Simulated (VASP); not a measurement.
Crystal: MgH2.

```
Mg H
1.0
     4.51786    0.00000    0.00000
     0.00000    4.51786    0.00000
     0.00000    0.00000    3.01207
Mg H
2 4
Direct
  0.00000 0.00000 0.00000
  0.50000 0.50000 0.50000
  0.30444 0.30444 0.00000
  0.19556 0.80444 0.50000
  0.69556 0.69556 0.00000
  0.80444 0.19556 0.50000
```

| Property | Result |
| --- | --- |
| Program | VASP 6.6.1 |
| Task | relaxation of cell and atoms |
| Functional | LDA |
| Potentials or basis | VASP PAW LDA potentials, release 64 (Mg, H) |
| Cutoff | 600 eV |
| k mesh | 6 × 6 × 8 |
| Occupations | fermi-dirac, width 0.02 eV |
| Spin | no spin polarisation |

At the start: pressure -3.0 GPa; volume 10.25 Å³/atom.

Problem. Where does the relaxation end?

Solution. Over 8 steps the energy falls by 5.9 meV/atom and the volume is 9.65 Å³/atom (-5.9 %); space group P4_2/mnm (No. 136, to 0.05 Å).

Step by step:
| step | energy change (eV) | largest force (eV/Å) | pressure (GPa) | volume (Å³) |
| --- | --- | --- | --- | --- |
| 1 | 0.0000 | 0.0035 | -3.02 | 61.48 |
| 2 | -0.0249 | 0.0081 | -1.63 | 59.78 |
| 3 | -0.0338 | 0.0207 | -0.14 | 58.17 |
| 4 | -0.0338 | 0.0217 | -0.02 | 58.05 |
| 5 | -0.0346 | 0.0086 | -0.01 | 57.99 |
| 6 | -0.0351 | 0.0140 | 0.01 | 57.87 |
| 7 | -0.0352 | 0.0087 | 0.00 | 57.88 |
| 8 | -0.0352 | 0.0006 | -0.01 | 57.88 |

Final structure:
```cif
data_structure
_symmetry_space_group_name_H-M 'P 1'
_symmetry_Int_Tables_number 1
_cell_length_a 4.4149
_cell_length_b 4.4149
_cell_length_c 2.9696
_cell_angle_alpha 90.000
_cell_angle_beta 90.000
_cell_angle_gamma 90.000
_cell_volume 57.88
loop_
_atom_site_label
_atom_site_type_symbol
_atom_site_fract_x
_atom_site_fract_y
_atom_site_fract_z
_atom_site_occupancy
Mg1 Mg 0.00000 0.00000 0.00000 1
Mg2 Mg 0.50000 0.50000 0.50000 1
H1 H 0.30434 0.30434 0.00000 1
H2 H 0.19566 0.80434 0.50000 1
H3 H 0.69566 0.69566 0.00000 1
H4 H 0.80434 0.19566 0.50000 1
```
